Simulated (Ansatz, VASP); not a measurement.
Co in VASP and in Ansatz

```xyz
1
Lattice="0.0000 1.8068 1.8068 1.8068 0.0000 1.8068 1.8068 1.8068 0.0000" Properties=species:S:1:pos:R:3 pbc="T T T"
Co    0.0000    0.0000    0.0000
```

Alike in both runs: task single point; functional PBE; k mesh 17 × 17 × 17; occupations fermi-dirac, width 0.05 eV; collinear spin.

|  | VASP | Ansatz |
| --- | --- | --- |
| version | VASP 6.6.1 | Ansatz 0.2.0 |
| potentials or method | VASP PAW PBE potentials, release 64 (Co), cutoff 520 eV | plane waves (420 eV) with PAW, scalar-relativistic |
| valence electrons in the cell | 9 | 17 |

VASP gave:

| Property | Result |
| --- | --- |
| pressure (GPa) | -14.1 |
| net moment per atom (μB) | 1.69 |
| size of the moment on the site where the two differ most (μB) | 1.72 |

Q: Estimate Ansatz's values.

A: Pressure (GPa): -13.8; net moment per atom (μB): 1.70; size of the moment on the site where the two differ most (μB): 1.78.

Site moments also hang on the region over which each program counts them. VASP's potentials hold 9 valence electrons a cell and Ansatz's 17, so a difference there can come from the potentials and not from the codes.
